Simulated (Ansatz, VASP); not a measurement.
## TePb in VASP and in Ansatz

```
CELL_PARAMETERS angstrom
0.00000 3.29154 3.22700
3.29154 0.00000 3.22700
3.29154 3.29154 0.00000
ATOMIC_POSITIONS crystal
Te 0.50000 0.50000 0.50000
Pb 0.00000 0.00000 0.00000
```

Change from the starting cell: equal xx and yy strain of +2 %.

Alike in both runs: task single point; functional PBEsol; k mesh 10 × 10 × 10; occupations fermi-dirac, width 0.03 eV; no spin polarisation.

```csv
,VASP,Ansatz
version,VASP 6.6.1,Ansatz 0.2.0
potentials or method,"VASP PAW PBE potentials, release 64 (Te, Pb_d), cutoff 520 eV","all-electron LAPW, scalar-relativistic"
```

|  | VASP | Ansatz | Ansatz less VASP |
| --- | --- | --- | --- |
| pressure (GPa) | -1.8 | -1.8 | +0.05 |
| traceless stress, the component that is largest in VASP (GPa) | 1.36 | 1.36 | -0.003 |

VASP's potentials were made for PBE, not for PBEsol. Ansatz ran all-electron here, and VASP with PAW potentials.

Spin-orbit coupling is off throughout.
